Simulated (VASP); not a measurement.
# Te in VASP: notebook

Aim: see how the results for Te move with the level of theory and the settings. Levels: PBEsol, HSE06, r2SCAN50, PBE. Tasks: single point.

Everything below comes from runs of VASP 6.6.1. Logs are shortened: lines on timing, memory, paths and dates and some standing lists are left out, and cuts for length are marked.

## (1) The cell of the first run

The typed cell holds 3 atoms: a = 4.454 Å, b = 4.454 Å, c = 5.924 Å, α = 90.00°, β = 90.00°, γ = 120.00°.

## (2) Single point, PBEsol

Input file INCAR:

```
SYSTEM = Te
PREC = Accurate
ENCUT = 520
EDIFF = 1E-7
ISMEAR = 0
SIGMA = 0.05
LREAL = .False.
LASPH = .True.
NELM = 100
ALGO = Normal
ISIF = 2
LWAVE = .False.
LCHARG = .True.
GGA = PS
LELF = .True.
LVHAR = .True.
NBANDS = 16
```

Input file KPOINTS:

```
Automatic mesh
0
Gamma
  10 10 6
  0 0 0
```

Input file POSCAR:

```
Te
1.0
    4.4540000000      0.0000000000      0.0000000000
   -2.2270000000      3.8572771485      0.0000000000
    0.0000000000      0.0000000000      5.9240000000
Te
3
Direct
    0.7263560000      0.7262820000     -0.0009900000
    0.0065170000      0.2784260000      0.6737860000
    0.2737860000      0.0109860000      0.3330490000
```

Potentials or basis: VASP PAW PBE potentials, release 64 (Te).

Started as:

```sh
$ cat potpaw_PBE.64/Te/POTCAR > POTCAR
$ mpirun -np 1 vasp_std > vasp.out
```

OUTCAR:

```text
SYSTEM = Te
   PREC = Accurate
   ENCUT = 520
   EDIFF = 1E-7
   ISMEAR = 0
   LREAL = .False.
   LASPH = .True.
   NELM = 100
   ISIF = 2
   GGA = PS

 ion  position               nearest neighbor table
   1  0.726  0.726  0.999-   2 2.87   3 2.89   2 3.40   3 3.42   2 3.43   3 3.48
   2  0.007  0.278  0.674-   1 2.87   3 2.89   1 3.40   1 3.43   3 3.50   3 3.50
   3  0.274  0.011  0.333-   2 2.89   1 2.89   1 3.42   1 3.48   2 3.50   2 3.50

  LATTYP: Found a hexagonal cell.
 ALAT       =     4.4540000000
 C/A-ratio  =     1.3300404131

  Lattice vectors:

 A1 = (   4.4540000000,   0.0000000000,   0.0000000000)
 A2 = (  -2.2270000000,   3.8572771485,   0.0000000000)
 A3 = (   0.0000000000,   0.0000000000,   5.9240000000)

Analysis of symmetry for initial positions (statically):
=====================================================================
 Subroutine PRICEL returns:
 Original cell was already a primitive cell.

 Routine SETGRP: Setting up the symmetry group for a
 hexagonal supercell.

 Subroutine GETGRP returns: Found  1 space group operations
 (whereof  1 operations were pure point group operations)
 out of a pool of 24 trial point group operations.

The static configuration has the point symmetry C_1 .

Analysis of symmetry for dynamics (positions and initial velocities):
=====================================================================
 Subroutine PRICEL returns:
 Original cell was already a primitive cell.

 Routine SETGRP: Setting up the symmetry group for a
 hexagonal supercell.

 Subroutine GETGRP returns: Found  1 space group operations
 (whereof  1 operations were pure point group operations)
 out of a pool of 24 trial point group operations.

The dynamic configuration has the point symmetry C_1 .

 Subroutine INISYM returns: Found  1 space group operations
 (whereof  1 operations are pure point group operations),
 and found     1 'primitive' translations

----------------------------------------------------------------------------------------

                                     Primitive cell

  volume of cell :     101.7762

  direct lattice vectors                    reciprocal lattice vectors
     4.454000000  0.000000000  0.000000000     0.224517288  0.129625117  0.000000000
    -2.227000000  3.857277149  0.000000000     0.000000000  0.259250233  0.000000000
     0.000000000  0.000000000  5.924000000     0.000000000  0.000000000  0.168804862

  length of vectors
     4.454000000  4.454000000  5.924000000     0.259250233  0.259250233  0.168804862

  position of ions in fractional coordinates (direct lattice)
     0.726356000  0.726282000  0.999010000
     0.006517000  0.278426000  0.673786000
     0.273786000  0.010986000  0.333049000

  ion indices of the primitive-cell ions
   primitive index   ion index
                 1           1
                 2           2
                 3           3

----------------------------------------------------------------------------------------

 KPOINTS: Automatic mesh

Automatic generation of k-mesh.
 Grid dimensions read from file:
 generate k-points for:   10   10    6

 Generating k-lattice:

  Cartesian coordinates                     Fractional coordinates (reciprocal lattice)
     0.022451729  0.012962512  0.000000000     0.100000000  0.000000000  0.000000000
     0.000000000  0.025925023  0.000000000     0.000000000  0.100000000  0.000000000
     0.000000000  0.000000000  0.028134144     0.000000000  0.000000000  0.166666667

  Length of vectors
     0.025925023  0.025925023  0.028134144

  Shift w.r.t. Gamma in fractional coordinates (k-lattice)
     0.000000000  0.000000000  0.000000000

 Subroutine IBZKPT returns following result:
 ===========================================

 Found    304 irreducible k-points:

 Following reciprocal coordinates:
            Coordinates               Weight
  0.000000  0.000000  0.000000      1.000000
  0.100000  0.000000  0.000000      2.000000
  0.000000  0.100000  0.000000      2.000000
 -0.100000  0.100000  0.000000      2.000000
  0.200000  0.000000  0.000000      2.000000
  0.000000  0.200000  0.000000      2.000000
[... 16 lines left out ...]
 -0.200000  0.300000  0.000000      2.000000
  0.100000  0.200000  0.000000      2.000000
 [... further k-points ...]
   k-points           NKPTS =    304   k-points in BZ     NKDIM =    304   number of bands    NBANDS=     16
   number of dos      NEDOS =    301   number of ions     NIONS =      3
   total plane-waves  NPLWV =  62208
   dimension x,y,z NGX =    36 NGY =   36 NGZ =   48
   dimension x,y,z NGXF=    72 NGYF=   72 NGZF=   96
   ions per type =               3
   NGX,Y,Z   is equivalent  to a cutoff of  13.44, 13.44, 13.47 a.u.
   NGXF,Y,Z  is equivalent  to a cutoff of  26.87, 26.87, 26.94 a.u.
 SYSTEM =  Te
   PREC   = accura    normal or accurate (medium, high low for compatibility)
   ISTART =      0    job   : 0-new  1-cont  2-samecut
[... 121 lines left out ...]
     16      12.5601      0.00000

 k-point     6 :       0.0000    0.2000    0.0000
  band No.  band energies     occupation
      1      -7.5121      2.00000
      2      -4.5942      2.00000
      3      -4.4522      2.00000
      4       1.4252      2.00000
      5       2.1907      2.00000
      6       2.6325      2.00000
[... 8 lines left out ...]
     15      11.9746      0.00000
     16      12.5609      0.00000

 k-point     7 :      -0.2000    0.2000    0.0000
  band No.  band energies     occupation
      1      -7.5221      2.00000
      2      -4.6160      2.00000
      3      -4.4112      2.00000
      4       1.5137      2.00000
      5       2.1941      2.00000
      6       2.5325      2.00000
[... 8 lines left out ...]
     15      11.9433      0.00000
     16      12.6377      0.00000

 k-point     8 :       0.3000    0.0000    0.0000
  band No.  band energies     occupation
      1      -7.2091      2.00000
      2      -4.8237      2.00000
      3      -4.3520      2.00000
      4       1.0390      2.00000
      5       1.7226      2.00000
      6       2.2814      2.00000
[... 8 lines left out ...]
     15      12.5284      0.00000
     16      13.3821      0.00000

 k-point     9 :       0.0000    0.3000    0.0000
  band No.  band energies     occupation
      1      -7.1980      2.00000
      2      -4.8212      2.00000
      3      -4.3759      2.00000
      4       1.0004      2.00000
      5       1.7262      2.00000
      6       2.3151      2.00000
[... 8 lines left out ...]
     15      12.5198      0.00000
     16      13.3644      0.00000
[... 172 lines left out ...]
 k-point    19 :      -0.2000    0.1000    0.0000
  band No.  band energies     occupation
      1      -7.5858      2.00000
      2      -4.5847      2.00000
      3      -4.4286      2.00000
      4       1.7893      2.00000
      5       2.0356      2.00000
      6       2.9330      2.00000
[... 8 lines left out ...]
     15      12.0838      0.00000
     16      12.3375      0.00000

 k-point    20 :       0.2000    0.1000    0.0000
  band No.  band energies     occupation
      1      -7.3212      2.00000
      2      -4.7019      2.00000
      3      -4.4225      2.00000
      4       1.1902      2.00000
      5       1.6236      2.00000
      6       2.7644      2.00000
[... 8 lines left out ...]
     15      12.5756      0.00000
     16      12.8509      0.00000

 k-point    21 :      -0.1000    0.3000    0.0000
  band No.  band energies     occupation
      1      -7.3239      2.00000
      2      -4.6803      2.00000
      3      -4.4411      2.00000
      4       1.1880      2.00000
      5       1.6417      2.00000
      6       2.7352      2.00000
[... 8 lines left out ...]
     15      12.5498      0.00000
     16      12.8688      0.00000

 k-point    22 :      -0.3000    0.2000    0.0000
  band No.  band energies     occupation
      1      -7.3373      2.00000
      2      -4.6852      2.00000
      3      -4.4112      2.00000
      4       1.2689      2.00000
      5       1.6193      2.00000
      6       2.6566      2.00000
[... 8 lines left out ...]
     15      12.5955      0.00000
     16      12.8930      0.00000

 k-point    23 :      -0.2000    0.3000    0.0000
  band No.  band energies     occupation
      1      -7.3327      2.00000
      2      -4.6799      2.00000
      3      -4.4255      2.00000
      4       1.2417      2.00000
      5       1.6074      2.00000
      6       2.7294      2.00000
[... 8 lines left out ...]
     15      12.6082      0.00000
     16      12.8560      0.00000

 k-point    24 :       0.1000    0.2000    0.0000
  band No.  band energies     occupation
      1      -7.3175      2.00000
      2      -4.6942      2.00000
      3      -4.4377      2.00000
      4       1.1633      2.00000
      5       1.6444      2.00000
      6       2.7646      2.00000
[... 8 lines left out ...]
     15      12.5643      0.00000
     16      12.8364      0.00000

 [... further k-points ...]

------------------------ aborting loop because EDIFF is reached ----------------------------------------

  FORCE on cell =-STRESS in cart. coord.  units (eV):
  Direction    XX          YY          ZZ          XY          YZ          ZX
  --------------------------------------------------------------------------------------
  -------------------------------------------------------------------------------------
  Total       -0.8093561     -0.8408965     -0.6584307     -0.0677509     -0.0915459     -0.0250294
  in kB      -12.7410184    -13.2375321    -10.3651248     -1.0665466     -1.4411314     -0.3940165
  external PRESSURE =     -12.1145584 kB  Pullay stress =       0.0000000 kB

 VOLUME and BASIS-vectors are now :
 -----------------------------------------------------------------------------
  energy-cutoff  :      520.00
  volume of cell :      101.78
      direct lattice vectors                 reciprocal lattice vectors
     4.454000000  0.000000000  0.000000000     0.224517288  0.129625117  0.000000000
    -2.227000000  3.857277149  0.000000000     0.000000000  0.259250233  0.000000000
     0.000000000  0.000000000  5.924000000     0.000000000  0.000000000  0.168804862

 POSITION                                       TOTAL-FORCE (eV/Angst)
 -----------------------------------------------------------------------------------
      1.61776      2.80147      5.91814        -0.020083      0.020602      0.122721
     -0.59103      1.07397      3.99151        -0.056718      0.042278     -0.183583
      1.19498      0.04238      1.97298         0.076802     -0.062880      0.060861
 -----------------------------------------------------------------------------------
    total drift:                               -0.000008      0.000004     -0.000057

  FREE ENERGIE OF THE ION-ELECTRON SYSTEM (eV)
  ---------------------------------------------------
  free  energy   TOTEN  =       -10.5450752641 eV

  energy  without entropy=      -10.5450752569  energy(sigma->0) =      -10.54507526
```

It took 3 min on 1 thread of Intel Xeon 6975P-C (Granite Rapids), shared host; peak memory 0.53 GiB.

Results:

| Item | Value |
| --- | --- |
| Free energy | -10.5451 eV |
| Pressure | -1.2 GPa |
| Largest force | 0.197 eV/Å |
| Band gap on the k mesh | 0.31 eV (least direct gap 0.53 eV) |

Forces in eV/Å, atoms in the order of the input:
```
Te  -0.020  0.021  0.123
Te  -0.057  0.042 -0.184
Te   0.077 -0.063  0.061
```

Caveat: semilocal functionals underestimate gaps, and a narrow one can read as zero; the PAW data sets were made with another functional, which shifts forces and pressure a little; spin-orbit coupling is left out, which moves the levels of the heavy elements. A k mesh can miss the band edges.

(Continued in part 2 of 2.)
